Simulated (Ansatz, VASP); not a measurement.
**Cd in VASP and in Ansatz**

INCAR

```
ALGO = Fast
EDIFF = 1E-6
EDIFFG = -0.005
ENCUT = 600
GGA = PE
IBRION = 2
ISIF = 3
ISMEAR = 0
IVDW = 12
LASPH = T
LCHARG = F
LREAL = F
LWAVE = F
NELM = 100
NSW = 100
PREC = Accurate
SIGMA = 0.1
```

Contents of KPOINTS:

```
k-points
0
Gamma
  18 18 8
```

Contents of POSCAR:

```
Cd
1.0
    2.9584748202      0.0000000000      0.0000000000
   -1.4792374101      2.5621143508      0.0000000000
    0.0000000000      0.0000000000      5.8859279300
Cd
2
Direct
    0.3333333300      0.6666666700      0.2500000000
    0.6666666700      0.3333333300      0.7500000000
```

Input for Ansatz:

```yaml
crystal:
  lattice:
    - [2.9584748202, 0.0, 0.0]
    - [-1.4792374101, 2.5621143508, 0.0]
    - [0.0, 0.0, 5.88592793]
  atoms:
    - { symbol: Cd, position: [0.33333333, 0.66666667, 0.25] }
    - { symbol: Cd, position: [0.66666667, 0.33333333, 0.75] }
basis:
  ecutwfc: 420
kpoints:
  mp_grid: { grid: [18, 18, 8] }
hamiltonian:
  xc: pbe
  dispersion: d3bj
scf:
  occupations: { method: gaussian, width: 0.1 }
output:
  forces: true
  stress: true
  eigenvalues: true
relax:
  adjacent_minimum: "off"
  f_tol: 0.005
  max_steps: 80
  cell: { stress_tol: 0.05 }
```

Alike in both runs: task relaxation of cell and atoms; functional PBE; dispersion D3(BJ); k mesh 18 × 18 × 8; occupations gaussian, width 0.1 eV; no spin polarisation.

|  | VASP | Ansatz |
| --- | --- | --- |
| version | VASP 6.6.1 | Ansatz 0.2.0 |
| potentials or method | VASP PAW PBE potentials, release 64 (Cd), cutoff 600 eV | scalar-relativistic, plane waves, PAW |
| valence electrons in the cell | 24 | 40 |

```csv
,VASP,Ansatz,Ansatz less VASP
"gap on the k mesh at the Fermi level, each at its own relaxed structure (eV)",none,none,-
relaxed volume (Å³/atom),21.38,21.29,-0.088
relaxed cell length with the largest relative difference (Å),3.003,2.999,-0.0045
```

A gap of «none» marks a metal or a gap that the smearing closes. VASP's potentials hold 24 valence electrons a cell and Ansatz's 40, so a difference there can come from the potentials and not from the codes.
